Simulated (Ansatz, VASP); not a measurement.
# One calculation of ScNb, two programs

```
CELL_PARAMETERS angstrom
3.06564 0.00000 0.00000
-1.53282 2.65493 0.00000
0.00000 0.00000 5.07219
ATOMIC_POSITIONS crystal
Nb 0.33333 0.66667 0.50000
Sc 0.00000 0.00000 0.00000
```

Alike in both runs: task single point; functional PBE; k mesh 6 × 6 × 3; occupations fermi-dirac, width 0.03 eV; no spin polarisation.

```csv
,VASP,Ansatz
version,VASP 6.6.1,Ansatz 0.2.0
potentials or method,"VASP PAW PBE potentials, release 64 (Nb_sv, Sc_sv), cutoff 520 eV","all-electron LAPW, scalar-relativistic"
```

```csv
,VASP,Ansatz,Ansatz less VASP
gap on the k mesh at the Fermi level (eV),none,none,-
pressure (GPa),0.2,0.3,+0.06
"traceless stress, the component that is largest in VASP (GPa)",-0.14,-0.18,-0.032
```

A gap of «none» marks a metal or a gap that the smearing closes. Ansatz ran all-electron here, and VASP with PAW potentials.

The k mesh is coarse, so the values compare programs but aren't converged. Noted on Ansatz's run: the k mesh is thin for a metal, which can move the energy by tens of meV per atom.
